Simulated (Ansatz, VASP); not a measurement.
# One calculation of Ir, two programs

```xyz
1
Lattice="0.0000 1.9841 1.9841 1.9841 0.0000 1.9841 1.9841 1.9841 0.0000" Properties=species:S:1:pos:R:3 pbc="T T T"
Ir    0.0000    0.0000    0.0000
```

Alike in both runs: task single point; functional r2SCAN; k mesh 18 × 18 × 18; occupations gaussian, width 0.1 eV; no spin polarisation.

|  | VASP | Ansatz |
| --- | --- | --- |
| version | VASP 6.6.1 | Ansatz 0.2.0 |
| potentials or method | VASP PAW PBE potentials, release 64 (Ir), cutoff 520 eV | scalar-relativistic, plane waves, PAW |
| valence electrons in the cell | 9 | 17 |

|  | VASP | Ansatz | Ansatz less VASP |
| --- | --- | --- | --- |
| gap on the k mesh at the Fermi level (eV) | none | none | - |
| pressure (GPa) | -26.7 | -28.2 | -1.55 |

VASP's potentials were made for PBE, not for r2SCAN. A gap of «none» marks a metal or a gap that the smearing closes. VASP's potentials hold 9 valence electrons a cell and Ansatz's 17, so a difference there can come from the potentials and not from the codes.

Spin-orbit coupling is off throughout.
